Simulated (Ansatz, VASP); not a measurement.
**Sn: VASP beside Ansatz**

```
CELL_PARAMETERS angstrom
4.70671 0.00000 0.00000
0.00000 4.70671 0.00000
0.00000 0.00000 26.64852
ATOMIC_POSITIONS crystal
Sn 0.00000 0.50000 0.28144
Sn 0.00000 0.00000 0.34389
Sn 0.50000 0.00000 0.40633
Sn 0.50000 0.50000 0.46878
Sn 0.00000 0.50000 0.53122
Sn 0.00000 0.00000 0.59367
Sn 0.50000 0.00000 0.65611
Sn 0.50000 0.50000 0.71856
```

Alike in both runs: task single point; functional PBE; k mesh 8 × 8 × 1; occupations gaussian, width 0.1 eV; no spin polarisation.

```csv
,VASP,Ansatz
version,VASP 6.6.1,Ansatz 0.2.0
potentials or method,"VASP PAW PBE potentials, release 64 (Sn_d), cutoff 520 eV","scalar-relativistic, plane waves, PAW"
valence electrons in the cell,112,112
```

Ansatz gave:

```
gap on the k mesh at the Fermi level (eV)  : none
rms of the force components (eV/Å)         : 0.031
work function, face that differs most (eV) : 4.52
```

Which values does VASP return?

gap on the k mesh at the Fermi level (eV): none; rms of the force components (eV/Å): 0.032; work function, face that differs most (eV): 4.52.

Atom by atom the forces differ by 0.001 eV/Å (rms over components). A gap of «none» marks a metal or a gap that the smearing closes. The functional is the same, so the differences come from potentials, cutoffs and numerics. Ansatz's warnings: xc potential rough in thin density.
